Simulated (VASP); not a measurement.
# TiMnB4 (P6/mmm) in VASP: single point with PBE

Aim: the single point of TiMnB4 with PBE.

Program: VASP 6.6.1. These are calculated values, not measurements. Logs are shortened: lines on timing, memory, paths and dates and some standing lists are left out, and cuts for length are marked.

## (1) The cell of the first run

Symmetry: P6/mmm, No. 191, hexagonal system. The conventional cell has a = 3.025 Å, b = 3.025 Å, c = 6.134 Å, α = 90.00°, β = 90.00°, γ = 120.00°. Ti (site symmetry 6/mmm) has 12 B at 2.36 Å and 6 Ti at 3.02 Å and 2 Mn at 3.07 Å within 3.1 Å. Within 3.1 Å of Mn (site symmetry 6/mmm) lie 12 B at 2.29 Å and 6 Mn at 3.02 Å and 2 Ti at 3.07 Å. Within 2.4 Å of B (site symmetry 3m) lie 3 B at 1.75 Å and 3 Mn at 2.29 Å and 3 Ti at 2.36 Å.

## (2) Single point, PBE, collinear spin, ferromagnetic start

INCAR

```
SYSTEM = TiMnB4
PREC     = Accurate       ! precision mode
ENCUT    = 520            ! plane-wave cutoff, eV
EDIFF    = 1E-6           ! SCF threshold, eV
ISMEAR   = 0              ! smearing method
SIGMA    = 0.1            ! smearing width, eV
LREAL    = .False.        ! projectors in reciprocal space
LASPH    = .True.         ! aspherical terms in the spheres
NELM     = 150            ! most SCF steps
ALGO     = Normal         ! electronic algorithm
ISIF     = 2              ! what is computed and relaxed
LWAVE    = .False.        ! write WAVECAR
LCHARG   = .False.        ! write CHGCAR
ISPIN    = 2              ! spin polarisation
MAGMOM   = 0 2.56 0 0 0 0 ! initial moments
LORBIT   = 11             ! projections on sites
LMAXMIX  = 4              ! l up to which the mixer works
GGA      = PE             ! functional
NBANDS   = 32             ! bands
```

KPOINTS

```
Automatic mesh
0
Gamma
  12 12 6
  0 0 0
```

POSCAR

```
TiMnB4
1.0
    3.0246487563      0.0000000000      0.0000000000
   -1.5123243782      2.6194226605      0.0000000000
    0.0000000000      0.0000000000      6.1339491222
Ti Mn B
1 1 4
Direct
    0.0000000000      0.0000000000      0.0000000000
    0.0000000000      0.0000000000      0.5000000000
    0.3333333333      0.6666666667      0.7415453129
    0.6666666667      0.3333333333      0.7415453129
    0.3333333333      0.6666666667      0.2584546871
    0.6666666667      0.3333333333      0.2584546871
```

Potentials or basis: VASP PAW PBE potentials, release 64 (Ti_sv, Mn_pv, B).

Command:

```bash
$ cat potpaw_PBE.64/Ti_sv/POTCAR potpaw_PBE.64/Mn_pv/POTCAR potpaw_PBE.64/B/POTCAR > POTCAR
$ mpirun -np 1 vasp_std > vasp.out
```

OUTCAR:

```text
SYSTEM = TiMnB4
   PREC = Accurate
   ENCUT = 520
   EDIFF = 1E-6
   ISMEAR = 0
   LREAL = .False.
   LASPH = .True.
   NELM = 150
   ISIF = 2
   ISPIN = 2
   LORBIT = 11
   GGA = PE

 ion  position               nearest neighbor table
   1  0.000  0.000  0.000-   3 2.36   4 2.36   5 2.36   6 2.36   4 2.36   6 2.36   3 2.36   5 2.36
                             4 2.36   6 2.36   3 2.36   5 2.36
   2  0.000  0.000  0.500-   3 2.29   4 2.29   5 2.29   6 2.29   4 2.29   6 2.29   3 2.29   5 2.29
                             4 2.29   6 2.29   3 2.29   5 2.29
   3  0.333  0.667  0.742-   4 1.75   4 1.75   4 1.75   2 2.29   2 2.29   2 2.29   1 2.36   1 2.36
                             1 2.36
   4  0.667  0.333  0.742-   3 1.75   3 1.75   3 1.75   2 2.29   2 2.29   2 2.29   1 2.36   1 2.36
                             1 2.36
   5  0.333  0.667  0.258-   6 1.75   6 1.75   6 1.75   2 2.29   2 2.29   2 2.29   1 2.36   1 2.36
                             1 2.36
   6  0.667  0.333  0.258-   5 1.75   5 1.75   5 1.75   2 2.29   2 2.29   2 2.29   1 2.36   1 2.36
                             1 2.36

  LATTYP: Found a hexagonal cell.
 ALAT       =     3.0246487563
 C/A-ratio  =     2.0279872529

  Lattice vectors:

 A1 = (   3.0246487563,   0.0000000000,   0.0000000000)
 A2 = (  -1.5123243782,   2.6194226605,   0.0000000000)
 A3 = (   0.0000000000,   0.0000000000,   6.1339491222)

Analysis of symmetry for initial positions (statically):
=====================================================================
 Subroutine PRICEL returns:
 Original cell was already a primitive cell.

 Routine SETGRP: Setting up the symmetry group for a
 hexagonal supercell.

 Subroutine GETGRP returns: Found 24 space group operations
 (whereof 24 operations were pure point group operations)
 out of a pool of 24 trial point group operations.

The static configuration has the point symmetry D_6h.

Analysis of symmetry for dynamics (positions and initial velocities):
=====================================================================
 Subroutine PRICEL returns:
 Original cell was already a primitive cell.

 Routine SETGRP: Setting up the symmetry group for a
 hexagonal supercell.

 Subroutine GETGRP returns: Found 24 space group operations
 (whereof 24 operations were pure point group operations)
 out of a pool of 24 trial point group operations.

The dynamic configuration has the point symmetry D_6h.

Analysis of structural, dynamic, and magnetic symmetry:
=====================================================================
 Subroutine PRICEL returns:
 Original cell was already a primitive cell.

 Routine SETGRP: Setting up the symmetry group for a
 hexagonal supercell.

 Subroutine GETGRP returns: Found 24 space group operations
 (whereof 24 operations were pure point group operations)
 out of a pool of 24 trial point group operations.

The overall configuration has the point symmetry D_6h.

 Subroutine INISYM returns: Found 24 space group operations
 (whereof 24 operations are pure point group operations),
 and found     1 'primitive' translations

----------------------------------------------------------------------------------------

                                     Primitive cell

  volume of cell :      48.5983

  direct lattice vectors                    reciprocal lattice vectors
     3.024648756  0.000000000  0.000000000     0.330616902  0.190881757  0.000000000
    -1.512324378  2.619422661  0.000000000     0.000000000  0.381763514  0.000000000
     0.000000000  0.000000000  6.133949122     0.000000000  0.000000000  0.163027110

  length of vectors
     3.024648756  3.024648756  6.133949122     0.381763514  0.381763514  0.163027110

  position of ions in fractional coordinates (direct lattice)
     0.000000000  0.000000000  0.000000000
     0.000000000  0.000000000  0.500000000
     0.333333333  0.666666667  0.741545313
     0.666666667  0.333333333  0.741545313
     0.333333333  0.666666667  0.258454687
     0.666666667  0.333333333  0.258454687

  ion indices of the primitive-cell ions
   primitive index   ion index
                 1           1
                 2           2
                 3           3
                 4           4
                 5           5
                 6           6

----------------------------------------------------------------------------------------

 KPOINTS: Automatic mesh

Automatic generation of k-mesh.
 Grid dimensions read from file:
 generate k-points for:   12   12    6

 Generating k-lattice:

  Cartesian coordinates                     Fractional coordinates (reciprocal lattice)
     0.027551408  0.015906813  0.000000000     0.083333333  0.000000000  0.000000000
     0.000000000  0.031813626  0.000000000     0.000000000  0.083333333  0.000000000
     0.000000000  0.000000000  0.027171185     0.000000000  0.000000000  0.166666667

  Length of vectors
     0.031813626  0.031813626  0.027171185

  Shift w.r.t. Gamma in fractional coordinates (k-lattice)
     0.000000000  0.000000000  0.000000000

 Subroutine IBZKPT returns following result:
 ===========================================

 Found     76 irreducible k-points:

 Following reciprocal coordinates:
            Coordinates               Weight
  0.000000  0.000000  0.000000      1.000000
  0.083333  0.000000  0.000000      6.000000
  0.166667  0.000000  0.000000      6.000000
  0.250000 -0.000000  0.000000      6.000000
  0.333333  0.000000  0.000000      6.000000
  0.416667  0.000000  0.000000      6.000000
[... 16 lines left out ...]
  0.250000 -0.000000  0.166667     12.000000
  0.333333  0.000000  0.166667     12.000000
 [... further k-points ...]
   k-points           NKPTS =     76   k-points in BZ     NKDIM =     76   number of bands    NBANDS=     32
   number of dos      NEDOS =    301   number of ions     NIONS =      6
   total plane-waves  NPLWV =  27648
   dimension x,y,z NGX =    24 NGY =   24 NGZ =   48
   dimension x,y,z NGXF=    48 NGYF=   48 NGZF=   96
   ions per type =               1   1   4
   NGX,Y,Z   is equivalent  to a cutoff of  13.19, 13.19, 13.01 a.u.
   NGXF,Y,Z  is equivalent  to a cutoff of  26.38, 26.38, 26.02 a.u.
 SYSTEM =  TiMnB4
   PREC   = accura    normal or accurate (medium, high low for compatibility)
   ISTART =      0    job   : 0-new  1-cont  2-samecut
   ICHARG =      2    charge: 1-file 2-atom 10-const
   ISPIN  =      2    spin polarized calculation?
   LNONCOLLINEAR =      F non collinear calculations
   LSORBIT =      F    spin-orbit coupling
   LASPH  =      T    aspherical Exc in radial PAW
   ENCUT  =  520.0 eV  38.22 Ry    6.18 a.u.   5.62  5.62 11.41*2*pi/ulx,y,z
   NELM   =    150;   NELMIN=  2; NELMDL= -5     # of ELM steps
   EDIFF  = 0.1E-05   stopping-criterion for ELM
   LREAL  =      F    real-space projection
   EDIFFG = 0.1E-04   stopping-criterion for IOM
   NSW    =      0    number of steps for IOM
   IBRION =     -1    ionic relax: 0-MD 1-quasi-New 2-CG
   NFREE  =      0    steps in history (QN), initial steepest desc. (CG)
   ISIF   =      2    stress and relaxation
   ISYM   =      2    0-nonsym 1-usesym 2-fastsym
   POTIM  = 0.5000    time-step for ionic-motion
   TEBEG  =    0.0;   TEEND  =   0.0 temperature during run
   PSTRESS=    0.0 pullay stress
   NELECT =      37.0000    total number of electrons
   NUPDOWN=      -1.0000    fix difference up-down
   EMIN   =  10.00;   EMAX   =-10.00  energy-range for DOS
   EFERMI =   0.00;   METHOD = LEGACY
   ISMEAR =     0;   SIGMA  =   0.10  broadening in eV -4-tet -1-fermi 0-gaus
   EFERMI_NEDOS =   21; number of points for ismear=-14 and -15
   IALGO  =     38    algorithm
   IMIX   =      4    mixing-type and parameters
     AMIX     =   0.40;   BMIX     =  1.00
     AMIX_MAG =   1.60;   BMIX_MAG =  1.00
  volume/ion in A,a.u.               =       8.10        54.66
  Fermi-wavevector in a.u.,A,eV,Ry     =   1.494865  2.824884 30.403851  2.234620
  Thomas-Fermi vector in A             =   2.607083
   LORBIT       =     11    0 simple, 1 ext, 2 COOP (PROOUT), +10 PAW based schemes
   GGA     = PE    functional components
   LHFCALC =     F    Hartree Fock is set to
   AEXX    =    0.0000 exact exchange contribution
   IVDW    =     0    specifies the selected vdW correction
   LEPSILON=     F    determine dielectric tensor
   LRPA    =     F    only Hartree local field effects (RPA)
 spin polarized calculation
 Gauss-broadening in eV      SIGMA  =   0.10
  energy-cutoff  :      520.00
  volume of cell :       48.60
 maximum number of plane-waves:      1342
 NGX is ok and might be reduce to    24
   NGX = 11   NGY = 11   NGZ = 23

 number of electron      37.0000002 magnetization       2.3900188

 Free energy of the ion-electron system (eV)
  ---------------------------------------------------
  ext. energy  EPLUGINS =         0.00000000
  ---------------------------------------------------
  free energy    TOTEN  =       -47.74492484 eV

  energy without entropy =      -47.73578203  energy(sigma->0) =      -47.74035343

 E-fermi :  10.0686     XC(G=0): -13.0086

 val. band max:       10.0524148861   @ k =   0.3333   0.1667   0.1667
 cond. band min:      10.0689784027   @ k =   0.1667   0.0833   0.1667
 fundamental gap:      0.0165635166
 Fermi energy:        10.0685760189

 spin component 1

 k-point     1 :       0.0000    0.0000    0.0000
  band No.  band energies     occupation
      1     -46.9393      1.00000
      2     -39.6163      1.00000
      3     -39.4709      1.00000
      4     -39.4709      1.00000
      5     -23.4270      1.00000
      6     -22.9743      1.00000
[... 22 lines left out ...]
     29      16.7673      0.00000
     30      18.9691      0.00000
[... 728 lines left out ...]
  band No.  band energies     occupation
      1     -46.8975      1.00000
      2     -39.6071      1.00000
      3     -39.5306      1.00000
      4     -39.4857      1.00000
      5     -23.3629      1.00000
      6     -23.2837      1.00000
[... 22 lines left out ...]
     29      17.2488      0.00000
     30      19.2058      0.00000

 [... further k-points ...]

 spin component 2

 k-point     1 :       0.0000    0.0000    0.0000
  band No.  band energies     occupation
      1     -46.9595      1.00000
      2     -37.1346      1.00000
      3     -36.8481      1.00000
      4     -36.8481      1.00000
      5     -23.4767      1.00000
      6     -22.9798      1.00000
[... 22 lines left out ...]
     29      16.6767      0.00000
     30      19.3074      0.00000
[... 728 lines left out ...]
  band No.  band energies     occupation
      1     -46.9177      1.00000
      2     -37.1235      1.00000
      3     -36.9169      1.00000
      4     -36.8648      1.00000
      5     -23.4134      1.00000
      6     -23.2896      1.00000
[... 22 lines left out ...]
     29      17.4928      0.00000
     30      19.3971      0.00000

 [... further k-points ...]

 [bands above 30 left out]

------------------------ aborting loop because EDIFF is reached ----------------------------------------

  FORCE on cell =-STRESS in cart. coord.  units (eV):
  Direction    XX          YY          ZZ          XY          YZ          ZX
  --------------------------------------------------------------------------------------
  -------------------------------------------------------------------------------------
  Total        0.0536122      0.0536122      0.0510236     -0.0000000     -0.0000000      0.0000000
  in kB        1.7674764      1.7674764      1.6821348     -0.0000000     -0.0000000      0.0000000
  external PRESSURE =       1.7390292 kB  Pullay stress =       0.0000000 kB

 VOLUME and BASIS-vectors are now :
 -----------------------------------------------------------------------------
  energy-cutoff  :      520.00
  volume of cell :       48.60
      direct lattice vectors                 reciprocal lattice vectors
     3.024648756  0.000000000  0.000000000     0.330616902  0.190881757  0.000000000
    -1.512324378  2.619422661  0.000000000     0.000000000  0.381763514  0.000000000
     0.000000000  0.000000000  6.133949122     0.000000000  0.000000000  0.163027110

 POSITION                                       TOTAL-FORCE (eV/Angst)
 -----------------------------------------------------------------------------------
      0.00000      0.00000      0.00000        -0.000000     -0.000000      0.000000
      0.00000      0.00000      3.06697        -0.000000     -0.000000      0.000000
     -0.00000      1.74628      4.54860        -0.000000     -0.000000      0.001649
      1.51232      0.87314      4.54860         0.000000     -0.000000      0.001649
     -0.00000      1.74628      1.58535        -0.000000      0.000000     -0.001649
      1.51232      0.87314      1.58535         0.000000      0.000000     -0.001649
 -----------------------------------------------------------------------------------
    total drift:                               -0.000000      0.000000      0.000000

  FREE ENERGIE OF THE ION-ELECTRON SYSTEM (eV)
  ---------------------------------------------------
  free  energy   TOTEN  =       -47.7449248370 eV

  energy  without entropy=      -47.7357820314  energy(sigma->0) =      -47.74035343

 total charge

# of ion       s       p       d       tot
------------------------------------------
    1        2.178   6.215   2.065  10.458
    2        0.278   6.345   5.228  11.851
    3        0.681   1.322   0.000   2.003
    4        0.681   1.322   0.000   2.003
    5        0.681   1.322   0.000   2.003
    6        0.681   1.322   0.000   2.003
--------------------------------------------------
tot          5.180  17.847   7.294  30.321

 magnetization (x)

# of ion       s       p       d       tot
------------------------------------------
    1       -0.001  -0.001  -0.020  -0.023
    2        0.014   0.019   2.358   2.391
    3       -0.002   0.004   0.000   0.002
    4       -0.002   0.004   0.000   0.002
    5       -0.002   0.004   0.000   0.002
    6       -0.002   0.004   0.000   0.002
--------------------------------------------------
tot          0.006   0.032   2.338   2.376
```

Wall time 3.8 min (1 thread of Intel Xeon Platinum 8259CL at 2.50GHz (Skylake/Cascade Lake), shared host); peak memory 0.32 GiB.

Results:

```
Free energy                                           : -47.7449 eV
Pressure                                              : 0.2 GPa
Net moment                                            : 2.39 μB per cell
Site moments                                          : Ti -0.02; Mn +2.39; B +0.00 μB
Valence electrons inside the program's atomic spheres : Ti 10.46; Mn 11.85; B 2.00
```

Caveat: a cell with one magnetic atom can't hold antiferromagnetic order, which such compounds often take.
